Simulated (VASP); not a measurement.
# KCl: single point with PBE0

KCl:

```xyz
2
Lattice="0.0000 3.1448 3.1448 3.1448 0.0000 3.1448 3.1448 3.1448 0.0000" Properties=species:S:1:pos:R:3 pbc="T T T"
K     0.0000    0.0000    0.0000
Cl    3.1448    3.1448    3.1448
```

| Item | Value |
| --- | --- |
| Program | VASP 6.6.1 |
| Task | single point |
| Functional | PBE0 |
| Potentials or basis | VASP PAW PBE potentials, release 64 (K_sv, Cl) |
| Cutoff | 520 eV |
| k mesh | 4 × 4 × 4 |
| Occupations | gaussian, width 0.01 eV |
| Spin | no spin polarisation |
| Dipole correction | no |
| Grid for exact exchange (PRECFOCK) | Normal |
| Further INCAR settings | ALGO = Normal; EDIFF = 1e-07; NBANDS = 15 |
| Share of exact exchange | 0.25 |

```yaml
Pressure: 0.4 GPa
Band_gap_on_the_k_mesh: 7.26 eV
```

Levels at points of the mesh, in eV from the valence-band top:
```tsv
k point	band 4	band 5	band 6	band 7	band 8	band 9	band 10	band 11	band 12	band 13
(0.00, 0.00, 0.00)	-11.38	-11.38	0.00	0.00	0.00	7.26	10.70	10.70	10.70	11.71
(0.50, 0.00, 0.00)	-11.39	-11.15	-1.12	-0.34	-0.34	9.66	10.88	13.11	13.11	13.68
(0.50, 0.50, 0.00)	-11.44	-11.44	-0.71	-0.25	-0.25	8.66	10.60	12.27	12.82	13.22
```

It took 18 min on 1 thread of AMD EPYC 7R13 (shared host), peak memory 0.19 GiB.

Caveat: the k points lie up to 0.43 Å⁻¹ apart; the PAW data sets were made with another functional, which shifts forces and pressure a little.
